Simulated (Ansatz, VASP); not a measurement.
MoW3: VASP beside Ansatz

File INCAR:

```
SYSTEM = MoW3
PREC = Accurate
ENCUT = 500
EDIFF = 1E-7
ISMEAR = 0
SIGMA = 0.1
LREAL = .FALSE.
LASPH = .TRUE.
NELM = 120
ALGO = Normal
ISIF = 3
LWAVE = .FALSE.
LCHARG = .FALSE.
GGA = PE
IBRION = 2
NSW = 90
EDIFFG = -0.04
GGA_COMPAT = .FALSE.
NELMIN = 4
```

KPOINTS

```
regular mesh
0
G
  4 4 4
  0 0 0
```

The input POSCAR:

```
MoW3
1.0
    3.9439453185      0.0000000000      0.0000000000
    0.0000000000      3.9439453185      0.0000000000
    0.0000000000      0.0000000000      3.9439453185
Mo W
1 3
Direct
    0.0000000000      0.0000000000      0.0000000000
    0.0000000000      0.5000000000      0.5000000000
    0.5000000000      0.0000000000      0.5000000000
    0.5000000000      0.5000000000      0.0000000000
```

Input for Ansatz:

```yaml
crystal:
  lattice:
    - [3.9439453185, 0.0, 0.0]
    - [0.0, 3.9439453185, 0.0]
    - [0.0, 0.0, 3.9439453185]
  atoms:
    - { symbol: Mo, position: [0.0, 0.0, 0.0] }
    - { symbol: W, position: [0.0, 0.5, 0.5] }
    - { symbol: W, position: [0.5, 0.0, 0.5] }
    - { symbol: W, position: [0.5, 0.5, 0.0] }
basis:
  ecutwfc: 420
kpoints:
  mp_grid: { grid: [4, 4, 4] }
hamiltonian:
  xc: pbe
scf:
  occupations: { method: gaussian, width: 0.1 }
  lower_state_search: "off"
output:
  forces: true
  stress: true
  eigenvalues: true
relax:
  adjacent_minimum: "off"
  f_tol: 0.04
  max_steps: 70
  cell: { stress_tol: 0.4 }
```

Alike in both runs: task relaxation of cell and atoms; functional PBE; k mesh 4 × 4 × 4; occupations gaussian, width 0.1 eV; no spin polarisation.

```csv
,VASP,Ansatz
version,VASP 6.6.1,Ansatz 0.2.0
potentials or method,"VASP PAW PBE potentials, release 64 (Mo_sv, W_sv), cutoff 500 eV","scalar-relativistic, plane waves, PAW"
valence electrons in the cell,56,56
```

```tsv
	VASP	Ansatz	Ansatz less VASP
gap on the k mesh at the Fermi level, each at its own relaxed structure (eV)	none	none	-
relaxed volume (Å³/atom)	16.43	16.40	-0.026
relaxed cell length with the largest relative difference (Å)	4.036	4.033	-0.0022
```

A gap of «none» marks a metal or a gap that the smearing closes.

The k mesh is coarse, so the values compare programs but aren't converged. Spin-orbit coupling is off throughout.
